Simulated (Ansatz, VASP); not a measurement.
**Two plane-wave programs on Al**

```
Al
1.0
     2.81442    0.00000    0.00000
    -1.40721    2.43736    0.00000
     0.00000    0.00000    9.24105
Al
4
Direct
  0.93774 0.87548 0.00000
  0.33333 0.66667 0.25000
  0.06226 0.12452 0.50000
  0.66667 0.33333 0.75000
```

Change from the starting cell: mode 4 frozen in at +0.000 Å and mode 5 at -0.303 Å (largest displacements).

Alike in both runs: task single point; functional PBE; dispersion D3(BJ); k mesh 18 × 18 × 4; occupations gaussian, width 0.15 eV; no spin polarisation.

```csv
,VASP,Ansatz
version,VASP 6.6.1,Ansatz 0.2.0
potentials or method,"VASP PAW PBE potentials, release 64 (Al), cutoff 520 eV","scalar-relativistic, plane waves, PAW"
valence electrons in the cell,12,12
```

```tsv
	VASP	Ansatz	Ansatz less VASP
gap on the k mesh at the Fermi level (eV)	none	none	-
pressure (GPa)	0.8	0.8	+0.01
traceless stress, the component that is largest in VASP (GPa)	1.42	1.42	-0.004
rms of the force components (eV/Å)	0.120	0.121	+0.0004
```

Atom by atom the forces differ by 0.000 eV/Å (rms over components). A gap of «none» marks a metal or a gap that the smearing closes.
